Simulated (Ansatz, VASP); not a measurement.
Hg in VASP and in Ansatz

```
Hg
1.0
     0.00000    3.78863    3.78863
     3.78863    0.00000    3.78863
     3.78863    3.78863    0.00000
Hg
1
Direct
  0.00000 0.00000 0.00000
```

Alike in both runs: task single point; functional revPBE; k mesh 8 × 8 × 8; occupations fermi-dirac, width 0.1 eV; no spin polarisation.

|  | VASP | Ansatz |
| --- | --- | --- |
| version | VASP 6.6.1 | Ansatz 0.2.0 |
| potentials or method | VASP PAW PBE potentials, release 64 (Hg), cutoff 520 eV | plane waves (420 eV) with PAW, scalar-relativistic |
| valence electrons in the cell | 12 | 20 |

|  | VASP | Ansatz | Ansatz less VASP |
| --- | --- | --- | --- |
| pressure (GPa) | 0.0 | 0.0 | +0.02 |

VASP's potentials were made for PBE, not for revPBE. VASP's potentials hold 12 valence electrons a cell and Ansatz's 20, so a difference there can come from the potentials and not from the codes.

Spin-orbit coupling is off throughout.
